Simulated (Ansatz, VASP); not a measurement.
**Co: VASP beside Ansatz**

```
Co
1.0
     2.64860    0.00000    0.00000
    -1.32430    2.29376    0.00000
     0.00000    0.00000    4.30842
Co
2
Direct
  0.33333 0.66667 0.25000
  0.66667 0.33333 0.75000
```

Alike in both runs: task single point; functional LDA; k mesh 3 × 3 × 1; occupations gaussian, width 0.1 eV; collinear spin.

```csv
,VASP,Ansatz
version,VASP 6.6.1,Ansatz 0.2.0
potentials or method,"VASP PAW LDA potentials, release 64 (Co_sv), cutoff 690 eV","scalar-relativistic, plane waves, PAW"
valence electrons in the cell,34,34
```

Ansatz gave:

- gap on the k mesh at the Fermi level (eV): none
- net moment per atom (μB): 1.89
- size of the moment on the site where the two differ most (μB): 1.93

Question: Estimate VASP's values.

Answer: gap on the k mesh at the Fermi level (eV): none; net moment per atom (μB): 1.89; size of the moment on the site where the two differ most (μB): 1.89.

LDA's correlation is that of Perdew and Zunger in VASP and of Perdew and Wang (1992) in Ansatz. Site moments also hang on the region over which each program counts them. A gap of «none» marks a metal or a gap that the smearing closes. Ansatz's warnings: force scf threshold loose, stress scf threshold loose.

The k mesh is coarse, so the values compare programs but aren't converged.
